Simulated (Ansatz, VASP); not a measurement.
# One calculation of Al2O3, two programs

The input POSCAR:

```
Al2O3
1.0
    3.0174825440      0.0000000000      0.0000000000
   -1.5087412720      2.6132165386      0.0000000000
    0.0000000000      0.0000000000      7.5746360022
Al O
2 3
Direct
    0.0000000000      0.0000000000      0.2779510000
    0.0000000000      0.0000000000      0.7220490000
    0.3333333300      0.6666666700      0.1994540000
    0.6666666700      0.3333333300      0.8005460000
    0.0000000000      0.0000000000      0.5000000000
```

INCAR.step1

```
PREC = Accurate
ENCUT = 600
ISMEAR = 0
SIGMA = 0.02
LREAL = False
LASPH = True
NELM = 60
GGA = PE
ALGO = Normal
EDIFF = 1E-4
LWAVE = True
LCHARG = False
```

INCAR.step2

```
PREC = Accurate
ENCUT = 600
EDIFF = 1E-6
ISMEAR = 0
SIGMA = 0.02
LREAL = False
LASPH = True
NELM = 60
ALGO = Normal
ISIF = 3
LWAVE = False
LCHARG = False
METAGGA = R2SCAN
LMIXTAU = True
IBRION = 2
NSW = 100
EDIFFG = -0.005
ISTART = 1
```

The input KPOINTS:

```
Automatic mesh
0
Gamma
  12 12 4
```

Input for Ansatz:

```yaml
crystal:
  lattice:
    - [3.017482544, 0.0, 0.0]
    - [-1.508741272, 2.6132165386, 0.0]
    - [0.0, 0.0, 7.5746360022]
  atoms:
    - { symbol: Al, position: [0.0, 0.0, 0.277951] }
    - { symbol: Al, position: [0.0, 0.0, 0.722049] }
    - { symbol: O, position: [0.33333333, 0.66666667, 0.199454] }
    - { symbol: O, position: [0.66666667, 0.33333333, 0.800546] }
    - { symbol: O, position: [0.0, 0.0, 0.5] }
basis:
  ecutwfc: 500
kpoints:
  mp_grid: { grid: [12, 12, 4] }
hamiltonian:
  xc: r2scan
scf:
  occupations: { method: gaussian, width: 0.02 }
output:
  forces: true
  stress: true
  eigenvalues: true
  write_density: true
  write_potential: true
  elf: true
  volumetric_format: npy
relax:
  adjacent_minimum: "off"
  f_tol: 0.005
  max_steps: 80
  cell: { stress_tol: 0.05 }
```

Alike in both runs: task relaxation of cell and atoms; functional r2SCAN; k mesh 12 × 12 × 4; occupations gaussian, width 0.02 eV; no spin polarisation.

|  | VASP | Ansatz |
| --- | --- | --- |
| version | VASP 6.6.1 | Ansatz 0.2.0 |
| potentials or method | VASP PAW PBE potentials, release 64 (Al, O), cutoff 600 eV | scalar-relativistic, plane waves, PAW |
| valence electrons in the cell | 24 | 24 |

```tsv
	VASP	Ansatz	Ansatz less VASP
gap on the k mesh at the Fermi level, each at its own relaxed structure (eV)	3.12	3.14	+0.017
relaxed volume (Å³/atom)	11.57	11.74	+0.167
relaxed cell length with the largest relative difference (Å)	7.503	7.600	+0.0971
```

VASP's potentials were made for PBE, not for r2SCAN.
